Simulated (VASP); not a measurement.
The system is FeGe.

```
Fe Ge
1.0
     4.68900    0.00000    0.00000
     0.00000    4.68900    0.00000
     0.00000    0.00000    4.68900
Fe Ge
4 4
Cartesian
  0.6330 0.6330 0.6330
  1.7115 4.0560 2.9775
  2.9775 1.7115 4.0560
  4.0560 2.9775 1.7115
  3.9481 3.9481 3.9481
  3.0854 0.7409 1.6036
  1.6036 3.0854 0.7409
  0.7409 1.6036 3.0854
```

Base run:

```yaml
Program: VASP 6.6.1
Functional: r2SCAN
Potentials_or_basis: VASP PAW PBE potentials, release 64 (Fe, Ge_d)
Cutoff: 520 eV
k_mesh: 7 × 7 × 7
Occupations: fermi-dirac, width 0.05 eV
Spin: no spin polarisation
```

Its results: band gap on the k mesh 0.20 eV, indirect (least direct gap 0.24 eV); pressure -11.9 GPa; largest force 0.473 eV/Å.

Q: The run is repeated on the same cell with these changes: functional from r2SCAN to PBE. What comes out?

A: Band gap on the k mesh 0.09 eV, indirect (least direct gap 0.12 eV); pressure -5.5 GPa; largest force 0.372 eV/Å.

r2SCAN gives the wider gap, since meta-GGAs in the generalised Kohn-Sham scheme recover part of the derivative discontinuity.

Caveats: the PAW data sets were made with another functional, which shifts forces and pressure a little (some runs).

A k mesh can miss the band edges.
